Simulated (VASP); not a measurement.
Wanted: the native input for a VASP 6.6.1 run.

| Quantity | Value |
| --- | --- |
| Task | single point |
| Functional | RPBE |
| Potentials or basis | VASP PAW PBE potentials, release 64 (Cu, O) |
| Cutoff | 520 eV |
| k mesh | 11 × 11 × 11 |
| Occupations | fermi-dirac, width 0.05 eV |
| Spin | no spin polarisation |
| Dipole correction | no |
| Further INCAR settings | ALGO = Normal; EDIFF = 1e-06; NBANDS = 16 |

The structure of CuO lies in POSCAR:

```
CuO
1.0
   -0.0000183083      2.1465656192      2.1459707708
    2.1466313207     -0.0000250448      2.1459775074
    2.1467107903      2.1466518254     -0.0001045145
Cu O
1 1
Direct
   -0.0000028332      0.0000005625      1.0000061482
    0.5000028332      0.4999994375      0.4999938518
```

These files were run (other wordings do the same):

INCAR

```
SYSTEM = CuO
PREC = Accurate
ENCUT = 520
EDIFF = 1E-6
ISMEAR = -1
SIGMA = 0.05
LREAL = .FALSE.
LASPH = .TRUE.
NELM = 80
ALGO = Normal
ISIF = 2
LWAVE = .FALSE.
LCHARG = .FALSE.
GGA = RP
NBANDS = 16
```

KPOINTS

```
Automatic mesh
0
G
  11 11 11
  0 0 0
```

Potentials or basis: VASP PAW PBE potentials, release 64 (Cu, O).

The run is started by

```bash
$ cat potpaw_PBE.64/Cu/POTCAR potpaw_PBE.64/O/POTCAR > POTCAR
$ mpirun -np 1 vasp_std > vasp.out
```

It gave:

The pressure is 0.2 GPa. The band gap on the k mesh is zero (an odd number of electrons rules out a gap without spin polarisation).

Caveat: the PAW data sets were made with another functional, which shifts forces and pressure a little; an odd number of electrons without spin polarisation forces a metal; a magnetic or distorted state may lie lower; semilocal functionals often make such compounds metallic where correlation or magnetic order opens a gap, which also shifts bond lengths.

Wall time 93 s on 1 thread of Intel Xeon 8259CL, on a shared host, peak memory 0.23 GiB.
